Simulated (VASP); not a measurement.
A run of VASP 6.6.1 is set up as follows.

Contents of INCAR:

```
ALGO     = Normal         # electronic algorithm
EDIFF    = 1E-6           # SCF threshold, eV
EDIFFG   = -0.01          # ionic threshold
ENCUT    = 600            # plane-wave cutoff, eV
GGA      = PS             # functional
IBRION   = 2              # ionic algorithm
ISIF     = 3              # what is computed and relaxed
ISMEAR   = 1              # smearing method
LASPH    = T              # aspherical terms in the spheres
LCHARG   = F              # write CHGCAR
LREAL    = F              # projectors in reciprocal space
LWAVE    = F              # write WAVECAR
NELM     = 80             # most SCF steps
NSW      = 100            # ionic steps
PREC     = Accurate       # precision mode
PSTRESS  = 400.0        
SIGMA    = 0.15           # smearing width, eV
```

Contents of KPOINTS:

```
k-points
0
Gamma
  7 7 7
```

POSCAR

```
ScIr3
1.0
    3.9276700000      0.0000000000      0.0000000000
    0.0000000000      3.9276700000      0.0000000000
    0.0000000000      0.0000000000      3.9276700000
Sc Ir
1 3
Direct
    0.0000000000      0.0000000000      0.0000000000
    0.0000000000      0.5000000000      0.5000000000
    0.5000000000      0.5000000000      0.0000000000
    0.5000000000      0.0000000000      0.5000000000
```

Potentials or basis: VASP PAW PBE potentials, release 64 (Sc_sv, Ir).

Launch:

```console
$ cat potpaw_PBE.64/Sc_sv/POTCAR potpaw_PBE.64/Ir/POTCAR > POTCAR
$ mpirun -np 1 vasp_std > vasp.out
```

Task: Estimate the space group after relaxing (to 0.05 Å).

Result: Pm-3m (No. 221).

Task: Predict the relaxed cell.

Result: a = 3.757 Å, b = 3.757 Å, c = 3.757 Å, α = 90.00°, β = 90.00°, γ = 90.00°.

Final structure:
```
Sc Ir
1.0
     3.75723    0.00000    0.00000
     0.00000    3.75723    0.00000
     0.00000    0.00000    3.75723
Sc Ir
1 3
Direct
  0.00000 0.00000 0.00000
  0.00000 0.50000 0.50000
  0.50000 0.50000 0.00000
  0.50000 0.00000 0.50000
```

Caveat: the cell is relaxed towards a set pressure, so the enthalpy falls and the energy may rise.
